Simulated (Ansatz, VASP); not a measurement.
## Two plane-wave programs on In3GaSb2N2

```xyz
8
Lattice="4.6032 0.0000 0.0000 -2.3016 3.9865 0.0000 0.0000 0.0000 10.6564" Properties=species:S:1:pos:R:3 pbc="T T T"
In    0.0000    2.6577    0.0000
In    2.3016    1.3288    0.0000
In    0.0000    0.0000    0.0000
Ga    0.0000    0.0000    5.3282
Sb    0.0000    0.0000    2.5617
Sb    0.0000    0.0000    8.0947
N     0.0000    2.6577    5.3282
N     2.3016    1.3288    5.3282
```

Alike in both runs: task relaxation of cell and atoms; functional PBE; k mesh 3 × 3 × 1; occupations gaussian, width 0.15 eV; no spin polarisation.

```csv
,VASP,Ansatz
version,VASP 6.6.1,Ansatz 0.2.0
potentials or method,"VASP PAW PBE potentials, release 64 (In_d, Ga_d, Sb, N), cutoff 600 eV","scalar-relativistic, plane waves, PAW"
valence electrons in the cell,72,92
```

Ansatz gave:

| Quantity | Value |
| --- | --- |
| relaxed volume (Å³/atom) | 29.64 |
| relaxed cell length with the largest relative difference (Å) | 4.984 |

Q: What did VASP give for the same quantities?

A: Relaxed volume (Å³/atom): 30.19; relaxed cell length with the largest relative difference (Å): 5.040.

VASP's potentials hold 72 valence electrons a cell and Ansatz's 92, so a difference there can come from the potentials and not from the codes.

The k mesh is coarse, so the values compare programs but aren't converged. Spin-orbit coupling is off throughout. Noted on VASP's run: the volume moved by over 15 % at a fixed basis, so the end points are rough.
